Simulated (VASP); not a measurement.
# TiC (I4mm) in VASP: notebook, part 2 of 2

VASP 6.6.1.

## (4) Single point, PBE (all C atoms moved -0.050 Å, as atom 2 along Cartesian [0 1 0])

INCAR

```
  PREC = Accurate
  ENCUT = 520
  EDIFF = 1E-7
  ISMEAR = 0
  SIGMA = 0.15
  LREAL = False
  LASPH = True
  NELM = 60
  ALGO = Normal
  ISIF = 2
  LWAVE = False
  LCHARG = True
  GGA = PE
  LELF = True
  LVHAR = True
  NBANDS = 15
```

KPOINTS

```
regular mesh
0
Gamma
  18 18 18
```

POSCAR

```
TiC
1.0
    0.0000000000      2.1640000000      2.1640000000
    2.1640000000      0.0000000000      2.1640000000
    2.1640000000      2.1640000000      0.0000000000
Ti C
1 1
Direct
    0.0000000000      0.0000000000      0.0000000000
    0.4884473198      0.5115526802      0.4884473198
```

Potentials or basis: VASP PAW PBE potentials, release 64 (Ti_sv, C).

Launch:

```console
$ cat potpaw_PBE.64/Ti_sv/POTCAR potpaw_PBE.64/C/POTCAR > POTCAR
$ mpirun -np 1 vasp_std > vasp.out
```

OUTCAR:

```text
PREC = Accurate
   ENCUT = 520
   EDIFF = 1E-7
   ISMEAR = 0
   LREAL = False
   LASPH = True
   NELM = 60
   ISIF = 2
   GGA = PE

 ion  position               nearest neighbor table
   1  0.000  0.000  0.000-   2 2.11   2 2.16   2 2.16   2 2.16   2 2.16   2 2.21
   2  0.488  0.512  0.488-   1 2.11   1 2.16   1 2.16   1 2.16   1 2.16   1 2.21

  LATTYP: Found a face centered cubic cell.
 ALAT       =     4.3280000000

  Lattice vectors:

 A1 = (   0.0000000000,   2.1640000000,   2.1640000000)
 A2 = (   2.1640000000,   0.0000000000,   2.1640000000)
 A3 = (   2.1640000000,   2.1640000000,   0.0000000000)

Analysis of symmetry for initial positions (statically):
=====================================================================
 Subroutine PRICEL returns:
 Original cell was already a primitive cell.

 Routine SETGRP: Setting up the symmetry group for a
 face centered cubic supercell.

 Subroutine GETGRP returns: Found  8 space group operations
 (whereof  8 operations were pure point group operations)
 out of a pool of 48 trial point group operations.

The static configuration has the point symmetry C_4v.

Analysis of symmetry for dynamics (positions and initial velocities):
=====================================================================
 Subroutine PRICEL returns:
 Original cell was already a primitive cell.

 Routine SETGRP: Setting up the symmetry group for a
 face centered cubic supercell.

 Subroutine GETGRP returns: Found  8 space group operations
 (whereof  8 operations were pure point group operations)
 out of a pool of 48 trial point group operations.

The dynamic configuration has the point symmetry C_4v.

 Subroutine INISYM returns: Found  8 space group operations
 (whereof  8 operations are pure point group operations),
 and found     1 'primitive' translations

----------------------------------------------------------------------------------------

                                     Primitive cell

  volume of cell :      20.2676

[... 113 lines left out ...]
   GGA     = PE    functional components
   LHFCALC =     F    Hartree Fock is set to
   AEXX    =    0.0000 exact exchange contribution
   IVDW    =     0    specifies the selected vdW correction
   LEPSILON=     F    determine dielectric tensor
   LRPA    =     F    only Hartree local field effects (RPA)
 non-spin polarized calculation
 Gauss-broadening in eV      SIGMA  =   0.15
  energy-cutoff  :      520.00
  volume of cell :       20.27
 maximum number of plane-waves:       568
   NGX = 11   NGY = 11   NGZ = 11

 number of electron      16.0000000 magnetization

 Free energy of the ion-electron system (eV)
  ---------------------------------------------------
  ext. energy  EPLUGINS =         0.00000000
  ---------------------------------------------------
  free energy    TOTEN  =       -18.69891018 eV

  energy without entropy =      -18.69555820  energy(sigma->0) =      -18.69723419

 E-fermi :   9.4556     XC(G=0): -12.7090

 val. band max:        9.4431525244   @ k =   0.1667   0.0000   0.1667
 cond. band min:       9.4692178592   @ k =   0.2778   0.2222   0.0000
 fundamental gap:      0.0260653348
 Fermi energy:         9.4556187341

 k-point     1 :       0.0000    0.0000    0.0000
  band No.  band energies     occupation
      1     -47.1419      2.00000
      2     -23.1655      2.00000
      3     -23.1655      2.00000
      4     -23.1645      2.00000
      5      -2.9654      2.00000
      6      10.0463      0.00000
      7      10.0463      0.00000
      8      10.1344      0.00000
      9      10.7088      0.00000
     10      11.1580      0.00000
     11      11.2163      0.00000
     12      11.2163      0.00000
     13      11.5907      0.00000
     14      19.9462      0.00000
[... 401 lines left out ...]
      2     -23.5860      2.00000
      3     -23.2157      2.00000
      4     -23.2091      2.00000
      5      -0.3806      2.00000
      6       4.7636      2.00000
      7       6.7871      2.00000
      8       6.9834      2.00000
      9      11.7368      0.00000
     10      12.1300      0.00000
     11      13.0483      0.00000
     12      16.4568      0.00000
     13      17.0572      0.00000
     14      19.1037      0.00000
     15      24.9859      0.00000

 [... further k-points ...]
[... 5 lines left out ...]
  --------------------------------------------------------------------------------------
  -------------------------------------------------------------------------------------
  Total        0.1454278      0.2327487      0.1454278      0.0000000      0.0000000      0.0000000
  in kB       11.4962495     18.3990762     11.4962495      0.0000000      0.0000000      0.0000000
  external PRESSURE =      13.7971917 kB  Pullay stress =       0.0000000 kB

 VOLUME and BASIS-vectors are now :
 -----------------------------------------------------------------------------
  energy-cutoff  :      520.00
  volume of cell :       20.27
      direct lattice vectors                 reciprocal lattice vectors
     0.000000000  2.164000000  2.164000000    -0.231053604  0.231053604  0.231053604
     2.164000000  0.000000000  2.164000000     0.231053604 -0.231053604  0.231053604
     2.164000000  2.164000000  0.000000000     0.231053604  0.231053604 -0.231053604

 POSITION                                       TOTAL-FORCE (eV/Angst)
 -----------------------------------------------------------------------------------
      0.00000      0.00000      0.00000         0.000000     -0.469485      0.000000
      2.16400      2.11400      2.16400         0.000000      0.469485      0.000000
 -----------------------------------------------------------------------------------
    total drift:                                0.000000     -0.000009     -0.000000

  FREE ENERGIE OF THE ION-ELECTRON SYSTEM (eV)
  ---------------------------------------------------
  free  energy   TOTEN  =       -18.6989101794 eV

  energy  without entropy=      -18.6955582007  energy(sigma->0) =      -18.69723419
```

OSZICAR:

```text
N       E                     dE             d eps       ncg     rms          rms(c)
DAV:   1     0.118574610165E+03    0.11857E+03   -0.79331E+03 14444   0.127E+03
DAV:   2    -0.166965913283E+02   -0.13527E+03   -0.12660E+03 15415   0.336E+02
DAV:   3    -0.240652700295E+02   -0.73687E+01   -0.72541E+01 18657   0.773E+01
DAV:   4    -0.242996626656E+02   -0.23439E+00   -0.23419E+00 17767   0.127E+01
DAV:   5    -0.243059931252E+02   -0.63305E-02   -0.63285E-02 18900   0.183E+00    0.183E+01
DAV:   6    -0.193120530059E+02    0.49939E+01   -0.11814E+01 20599   0.563E+01    0.691E+00
DAV:   7    -0.187339674934E+02    0.57809E+00   -0.21389E+00 16904   0.208E+01    0.493E+00
DAV:   8    -0.187101344930E+02    0.23833E-01   -0.10593E-01 16500   0.345E+00    0.341E+00
DAV:   9    -0.187025082745E+02    0.76262E-02   -0.96672E-02 19709   0.430E+00    0.753E-01
DAV:  10    -0.187010205301E+02    0.14877E-02   -0.11713E-02 19304   0.140E+00    0.642E-01
DAV:  11    -0.186990501092E+02    0.19704E-02   -0.28882E-03 16773   0.756E-01    0.175E-01
DAV:  12    -0.186989202893E+02    0.12982E-03   -0.29927E-04 19693   0.227E-01    0.419E-02
DAV:  13    -0.186989100355E+02    0.10254E-04   -0.45864E-05 16619   0.658E-02    0.568E-03
DAV:  14    -0.186989103792E+02   -0.34368E-06   -0.12676E-06 16776   0.999E-03    0.453E-03
DAV:  15    -0.186989101981E+02    0.18107E-06   -0.36807E-07 17347   0.103E-02    0.230E-03
DAV:  16    -0.186989101794E+02    0.18717E-07   -0.47973E-08  9623   0.373E-03
   1 F= -.18698910E+02 E0= -.18697234E+02  d E =-.335198E-02
```

stdout:

```text
POSCAR found type information on POSCAR TiC
 POSCAR found :  2 types and       2 ions
 scaLAPACK will be used
 LDA part: xc-table for (Slater+PW92), standard interpolation
 POSCAR, INCAR and KPOINTS ok, starting setup
 FFT: planning ... GRIDC
 FFT: planning ... GRID_SOFT
 FFT: planning ... GRID
 WAVECAR not read
 entering main loop
```

It took 1.9 min on 1 thread of Intel Xeon 6975P-C, shared host; peak memory 0.26 GiB.

What came out:

| Item | Value |
| --- | --- |
| Free energy | -18.6989 eV |
| Pressure | 1.4 GPa |
| Largest force | 0.469 eV/Å |
| Band gap on the k mesh | zero (band 8 reaches 10.13 eV, above the bottom of band 9 at 9.02 eV) |

Forces on the atoms (eV/Å):
```
Ti   0.000 -0.469  0.000
C    0.000  0.469  0.000
```

Stress tensor (GPa, compression positive):
```
1.15 0.00 0.00
0.00 1.84 0.00
0.00 0.00 1.15
```

Levels at points of the mesh, in eV from the Fermi level:
```
           k point  band 4  band 5  band 6  band 7  band 8  band 9  band 10  band 11  band 12  band 13
(0.00, 0.00, 0.00)  -32.62  -12.42    0.59    0.59    0.68    1.25     1.70     1.76     1.76     2.14
(0.50, 0.00, 0.00)  -32.67   -8.94   -5.86   -2.91   -2.91    2.90     2.91     4.09     7.86     8.14
(0.50, 0.50, 0.00)  -32.79  -10.13   -3.45   -1.71   -0.07    0.03     2.73     3.51     3.51     5.80
(0.50, 0.00, 0.50)  -32.79  -10.14   -3.44   -1.64   -0.05   -0.05     2.70     3.51     3.51     5.78
```

Caveat: the cell differs from its parent crystal (all C atoms moved -0.050 Å, as atom 2 along Cartesian [0 1 0]).
